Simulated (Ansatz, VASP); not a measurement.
# Cu in VASP and in Ansatz

```xyz
1
Lattice="0.0000 1.7588 1.7588 1.7588 0.0000 1.7588 1.7588 1.7588 0.0000" Properties=species:S:1:pos:R:3 pbc="T T T"
Cu    0.0000    0.0000    0.0000
```

Alike in both runs: functional LDA; k mesh 21 × 21 × 21; occupations fermi-dirac, width 0.05 eV; no spin polarisation.

Ansatz relaxed the structure, and its values are those at the end. VASP's run is a single point on that final structure, the one shown.

|  | VASP | Ansatz |
| --- | --- | --- |
| version | VASP 6.6.1 | Ansatz 0.2.0 |
| potentials or method | VASP PAW LDA potentials, release 64 (Cu) | PAW with Ansatz's default frozen-core files, scalar-relativistic |
| plane-wave cutoff (eV) | 520 | 420 |
| valence electrons in the cell | 11 | 19 |

```tsv
	VASP	Ansatz	Ansatz less VASP
pressure (GPa)	0.9	0.0	-0.84
```

LDA's correlation is that of Perdew and Zunger in VASP and of Perdew and Wang (1992) in Ansatz. VASP's potentials hold 11 valence electrons a cell and Ansatz's 19, so a difference there can come from the potentials and not from the codes.
